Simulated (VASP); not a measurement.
Here is a VASP 6.6.1 calculation.

Contents of INCAR:

```
SYSTEM = HfN
ALGO     = Normal         ! electronic algorithm
EDIFF    = 1E-6           ! SCF threshold, eV
ENCUT    = 520            ! plane-wave cutoff, eV
GGA      = PE             ! functional
ISIF     = 2              ! what is computed and relaxed
ISMEAR   = 0              ! smearing method
LASPH    = .True.         ! aspherical terms in the spheres
LCHARG   = .False.        ! write CHGCAR
LREAL    = .False.        ! projectors in reciprocal space
LWAVE    = .False.        ! write WAVECAR
NBANDS   = 14             ! bands
NELM     = 60             ! most SCF steps
PREC     = Accurate       ! precision mode
SIGMA    = 0.1            ! smearing width, eV
```

The input KPOINTS:

```
k-points
0
Gamma
  13 13 13
  0 0 0
```

Contents of POSCAR:

```
HfN
1.0
    0.0676800000      2.2898400000      2.2898400000
    2.2898400000      0.0676800000      2.2898400000
    2.2898400000      2.2898400000      0.0676800000
Hf N
1 1
Direct
    0.0000000000      0.0000000000      0.0000000000
    0.5000000000      0.5000000000      0.5000000000
```

Potentials or basis: VASP PAW PBE potentials, release 64 (Hf_pv, N).

Launch:

```sh
$ cat potpaw_PBE.64/Hf_pv/POTCAR potpaw_PBE.64/N/POTCAR > POTCAR
$ mpirun -np 1 vasp_std > vasp.out
```

(1) Predict the pressure.

Answers

(1) 4.4 GPa.
